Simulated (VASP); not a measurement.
**Si: single point with PBE**

Crystal: Si.

```
CELL_PARAMETERS angstrom
-3.33608 3.33608 3.33608
3.33608 -3.33608 3.33608
3.33608 3.33608 -3.33608
ATOMIC_POSITIONS crystal
Si 0.75000 0.25000 0.50000
Si 0.75000 0.50000 0.25000
Si 0.50000 0.25000 0.75000
Si 0.25000 0.50000 0.75000
Si 0.25000 0.75000 0.50000
Si 0.50000 0.75000 0.25000
```

| Item | Value |
| --- | --- |
| Program | VASP 6.6.1 |
| Task | single point |
| Functional | PBE |
| Potentials or basis | VASP PAW PBE potentials, release 64 (Si) |
| Cutoff | 520 eV |
| k mesh | 5 × 5 × 5 |
| Occupations | gaussian, width 0.15 eV |
| Spin | no spin polarisation |
| Dipole correction | no |
| Further INCAR settings | ALGO = Normal; EDIFF = 1e-06; NBANDS = 21 |

The pressure is 1.9 GPa and the band gap on the k mesh is 0.33 eV, direct.

Levels at points of the mesh, in eV from the valence-band top:
```csv
k point,band 9,band 10,band 11,band 12,band 13,band 14,band 15,band 16
"(0.00, 0.00, 0.00)",-2.76,-1.98,-1.98,-1.98,2.15,2.15,2.15,2.64
```

Wall time 21 s on 1 thread of Intel(R) Xeon(R) 6975P-C (Granite Rapids), with other jobs on the host, peak memory 0.3 GiB.

A k mesh can miss the band edges.
